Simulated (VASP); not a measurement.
Wanted: the native input for a VASP 6.6.1 run.

- Task: single point
- Functional: PBE
- Dispersion: D3(BJ)
- Potentials or basis: VASP PAW PBE potentials, release 64 (Ga_d, As, O, C)
- Cutoff: 520 eV
- k mesh: 7 × 5 × 1
- Occupations: gaussian, width 0.05 eV
- Spin: no spin polarisation
- Dipole correction: yes
- Further INCAR settings: ALGO = Normal; EDIFF = 1e-06; NBANDS = 42

The structure of Ga3As3CO lies in POSCAR:

```
Ga3As3CO
1.0
    4.0137031111      0.0000000000      0.0000000000
    0.0000000000      5.6762333751      0.0000000000
    0.0000000000      0.0000000000     23.3352699083
Ga As O C
3 3 1 1
Direct
    0.5000000000      0.5000000000      0.1714143447
    0.0000000000      0.0653835255      0.2680035048
    0.5000000000      0.4894639609      0.3228546357
    0.0000000000      0.2500000000      0.1714143447
    0.5000000000      0.8102208698      0.2504948966
    0.0000000000      0.2887573198      0.3593388866
    0.5000000000      0.6220906532      0.4836142866
    0.5000000000      0.6220906532      0.5328959107
```

The input as run:

INCAR

```
SYSTEM = Ga3As3CO
  PREC = Accurate
  ENCUT = 520
  EDIFF = 1E-6
  ISMEAR = 0
  SIGMA = 0.05
  LREAL = .FALSE.
  LASPH = .TRUE.
  NELM = 60
  ALGO = Normal
  ISIF = 2
  LWAVE = .FALSE.
  LCHARG = .TRUE.
  LDIPOL = .TRUE.
  IDIPOL = 3
  DIPOL = 0.5 0.5 0.320
  GGA = PE
  IVDW = 12
  LELF = .TRUE.
  LVHAR = .TRUE.
  LVACPOTAV = .TRUE.
  NBANDS = 42
```

KPOINTS

```
Automatic mesh
0
G
  7 5 1
  0 0 0
```

Potentials or basis: VASP PAW PBE potentials, release 64 (Ga_d, As, O, C).

The run is started by

```sh
$ cat potpaw_PBE.64/Ga_d/POTCAR potpaw_PBE.64/As/POTCAR potpaw_PBE.64/O/POTCAR potpaw_PBE.64/C/POTCAR > POTCAR
$ mpirun -np 1 vasp_std > vasp.out
```

It gave:

```json
{
  "Largest force": "1.108 eV/Å",
  "Band gap on the k mesh": "0.41 eV (least direct gap 0.75 eV)",
  "Dispersion energy per atom": "-0.159 eV"
}
```

It took 4.3 min on 1 thread of Intel(R) Xeon(R) 6975P-C (Granite Rapids), on a shared host, peak memory 0.64 GiB.
